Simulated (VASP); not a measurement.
A run of VASP 6.6.1 is set up as follows.

Contents of INCAR:

```
SYSTEM = LiCl
PREC = Accurate ; ENCUT = 750
EDIFF = 1E-6 ; ISMEAR = -1
SIGMA = 0.05 ; LREAL = .FALSE.
LASPH = .TRUE. ; NELM = 120
ALGO = Normal ; ISIF = 2
LWAVE = .FALSE. ; LCHARG = .TRUE.
GGA = RP ; IVDW = 12
LELF = .TRUE. ; LVHAR = .TRUE.
NBANDS = 12 ; GGA_COMPAT = .FALSE.
```

KPOINTS

```
regular mesh
0
G
  9 9 9
  0 0 0
```

File POSCAR:

```
LiCl
1.0
    0.0000000000      2.3803866854      2.3803866854
    2.3803866854      0.0000000000      2.3803866854
    2.3803866854      2.3803866854      0.0000000000
Cl Li
1 1
Direct
    0.5000000000      0.5000000000      0.5000000000
    0.0000000000      0.0000000000      0.0000000000
```

Potentials or basis: VASP PAW PBE potentials, release 64 (Cl, Li_sv).

The run is started by

```sh
$ cat potpaw_PBE.64/Cl/POTCAR potpaw_PBE.64/Li_sv/POTCAR > POTCAR
$ mpirun -np 1 vasp_std > vasp.out
```

**Question.** Predict the dispersion energy per atom.

**Answer.** -1.067 eV.

**Question.** Predict the pressure.

**Answer.** -0.4 GPa.

**Question.** Estimate the band gap on the k mesh.

**Answer.** 7.21 eV, indirect (least direct gap 7.57 eV).

Caveat: the PAW data sets were made with another functional, which shifts forces and pressure a little. A k mesh can miss the band edges.
